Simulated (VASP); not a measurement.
# SiC (Moissanite 3C) (F-43m) in VASP: notebook, part 3 of 3

VASP 6.6.1. The steps go on from the part before.

### Step 5. Vibrations by perturbation theory, PBE

INCAR reads:

```
SYSTEM = SiC
  PREC = Accurate
  ENCUT = 520
  EDIFF = 1E-8
  ISMEAR = -1
  SIGMA = 0.05
  LREAL = .FALSE.
  LASPH = .TRUE.
  NELM = 100
  ALGO = Normal
  ISIF = 2
  LWAVE = .FALSE.
  LCHARG = .TRUE.
  GGA = PE
  NBANDS = 11
  IBRION = 8
  NSW = 1
```

KPOINTS reads:

```
regular mesh
0
G
  7 7 7
  0 0 0
```

POSCAR reads:

```
SiC
1.0
    0.0000000000      2.1790000000      2.1790000000
    2.1790000000      0.0000000000      2.1790000000
    2.1790000000      2.1790000000      0.0000000000
Si C
1 1
Direct
    0.0000000000      0.0000000000      0.0000000000
    0.7500000000      0.7500000000      0.7500000000
```

Potentials or basis: VASP PAW PBE potentials, release 64 (Si, C).

Command:

```sh
$ cat potpaw_PBE.64/Si/POTCAR potpaw_PBE.64/C/POTCAR > POTCAR
$ mpirun -np 1 vasp_std > vasp.out
```

OUTCAR:

```text
SYSTEM = SiC
   PREC = Accurate
   ENCUT = 520
   EDIFF = 1E-8
   ISMEAR = -1
   LREAL = .FALSE.
   LASPH = .TRUE.
   NELM = 100
   ISIF = 2
   GGA = PE
   IBRION = 8
   NSW = 1

 ion  position               nearest neighbor table
   1  0.000  0.000  0.000-   2 1.89   2 1.89   2 1.89   2 1.89
   2  0.750  0.750  0.750-   1 1.89   1 1.89   1 1.89   1 1.89

  LATTYP: Found a face centered cubic cell.
 ALAT       =     4.3580000000

  Lattice vectors:

 A1 = (   0.0000000000,   2.1790000000,   2.1790000000)
 A2 = (   2.1790000000,   0.0000000000,   2.1790000000)
 A3 = (   2.1790000000,   2.1790000000,   0.0000000000)

Analysis of symmetry for initial positions (statically):
=====================================================================
 Subroutine PRICEL returns:
 Original cell was already a primitive cell.

 Routine SETGRP: Setting up the symmetry group for a
 face centered cubic supercell.

 Subroutine GETGRP returns: Found 24 space group operations
 (whereof 24 operations were pure point group operations)
 out of a pool of 48 trial point group operations.

The static configuration has the point symmetry T_d .

Analysis of symmetry for dynamics (positions and initial velocities):
=====================================================================
 Subroutine PRICEL returns:
 Original cell was already a primitive cell.

 Routine SETGRP: Setting up the symmetry group for a
 face centered cubic supercell.

 Subroutine GETGRP returns: Found 24 space group operations
[... 456 lines left out ...]
      3.26850      3.26850      3.26850         0.000000      0.000000      0.000000
 -----------------------------------------------------------------------------------
    total drift:                               -0.000000     -0.000000     -0.000000

  FREE ENERGIE OF THE ION-ELECTRON SYSTEM (eV)
  ---------------------------------------------------
  free  energy   TOTEN  =       -15.0543533621 eV

  energy  without entropy=      -15.0543533569  energy(sigma->0) =      -15.05435336

[... ionic steps 2 to 3 ...]

--------------------------------------- Ionic step        4  -------------------------------------------

------------------------ aborting loop because EDIFF is reached ----------------------------------------

[... ionic steps 5 to 6 ...]

--------------------------------------- Ionic step        7  -------------------------------------------

 Free energy of the ion-electron system (eV)
  ---------------------------------------------------
  ---------------------------------------------------
  free energy    TOTEN  =        -0.12517245 eV

  energy without entropy =       -0.12517245

------------------------ aborting loop because EDIFF is reached ----------------------------------------

 INTERNAL STRAIN TENSOR  FOR ION    2  DIRECTION 1   (eV/Angst):
 -----------------------------------------------------------------------------
    -0.00181  0.00000  0.00000
     0.00000  0.00016  8.25129
     0.00000  8.25129  0.00016

 INTERNAL STRAIN TENSOR FOR ION    2 for displacements in x,y,z  (eV/Angst):
          X           Y           Z          XY          YZ          ZX
  --------------------------------------------------------------------------------
  x     0.00000     0.00000     0.00000     0.00000     8.25129     0.00000
  y    -0.00000     0.00000    -0.00000     0.00000     0.00000     8.25129
  z     0.00000     0.00000     0.00000     8.25129     0.00000     0.00000

 SECOND DERIVATIVES (NOT SYMMETRIZED)
 ------------------------------------
               1X          1Y          1Z          2X          2Y          2Z
  1X   -19.212900    0.000000    0.000000   19.212900   -0.000000   -0.000000
  1Y     0.000000  -19.212900    0.000000   -0.000000   19.212900   -0.000000
  1Z     0.000000    0.000000  -19.212900   -0.000000   -0.000000   19.212900
  2X    19.211451    0.000000    0.000000  -19.211451    0.000000    0.000000
  2Y     0.000000   19.211451    0.000000    0.000000  -19.211451    0.000000
  2Z     0.000000    0.000000   19.211451    0.000000    0.000000  -19.211451

 Eigenvectors and eigenvalues of the dynamical matrix
 ----------------------------------------------------

   1 f  =   23.624327 THz   148.436023 2PiTHz  788.022718 cm-1    97.702321 meV
             X         Y         Z           dx          dy          dz
      0.000000  0.000000  0.000000     0.547332   -0.000000    0.000000
      3.268500  3.268500  3.268500    -0.836916   -0.000000    0.000000
[... 21 lines left out ...]
   6 f/i=    0.000408 THz     0.002565 2PiTHz    0.013619 cm-1     0.001689 meV
             X         Y         Z           dx          dy          dz
      0.000000  0.000000  0.000000     0.034916    0.317658    0.773500
      3.268500  3.268500  3.268500     0.022835    0.207744    0.505859

--------------------------------------------------------------------------------------------------------

 ELASTIC MODULI CONTR FROM IONIC RELAXATION (kBar)
 Direction    XX          YY          ZZ          XY          YZ          ZX
 --------------------------------------------------------------------------------
 XX          -0.0000     -0.0000     -0.0000      0.0000      0.0000      0.0000
 YY          -0.0000     -0.0000     -0.0000      0.0000      0.0000     -0.0000
 ZZ          -0.0000     -0.0000     -0.0000     -0.0000      0.0000      0.0000
 XY           0.0000      0.0000     -0.0000   -255.7879      0.0000      0.0000
 YZ           0.0000      0.0000      0.0000      0.0000   -255.7879     -0.0000
 ZX           0.0000     -0.0000      0.0000      0.0000     -0.0000   -255.7879
 --------------------------------------------------------------------------------
```

Run time: 20 s. Hardware: 1 thread of Intel Xeon 6975P-C (Granite Rapids), shared host; peak memory 0.16 GiB.

Results:

* Highest phonon frequency at Γ, LO-TO splitting left out: 788 cm⁻¹

Phonon frequencies in cm⁻¹ (negative: imaginary):
```csv
q point,frequencies
"(0.000, 0.000, 0.000)",0 0 0 788 788 788
```

Caveat: the cell wasn't relaxed at this level first, which shifts response properties.

### Step 6. The runs side by side

| task | level | k mesh | smearing | grid for exact exchange (PRECFOCK) | share of exact exchange | screening parameter | gap on the mesh (eV) |
| --- | --- | --- | --- | --- | --- | --- | --- |
| vibrations by perturbation theory | PBEsol | 7 × 7 × 7 | fermi-dirac 0.05 eV | - | - | - | - |
| dielectric tensor | PBEsol | 10 × 10 × 10 | gaussian 0.01 eV | - | - | - | 1.23 |
| electric field gradients | PBE-based screened hybrid | 7 × 7 × 7 | gaussian 0.025 eV | Normal | 0.25 | 0.3 1/Å | 2.29 |
| vibrations by perturbation theory | PBE | 7 × 7 × 7 | fermi-dirac 0.05 eV | - | - | - | - |

Alike in all rows: potentials or basis VASP PAW PBE potentials, release 64 (Si, C); no spin polarisation; cell as given; cutoff (eV) 520.

Caveats: the cell wasn't relaxed at this level first, which shifts response properties (some runs).

Total energies depend on the potentials used, so only differences within one code and one set of settings carry meaning.

### Step 7. How close it comes

Step 4. Against the measured gap of SiC, 2.4 eV (indirect; quoted in “Insight into the structural, elastic and electronic properties of a new orthorhombic 6O-SiC polytype”, 2020, pmc:7200658), the calculated 2.29 eV is off by -0.11 eV. The value is that of PBE-based screened hybrid on a finite k mesh, which can miss the band edges, without temperature or zero-point motion.
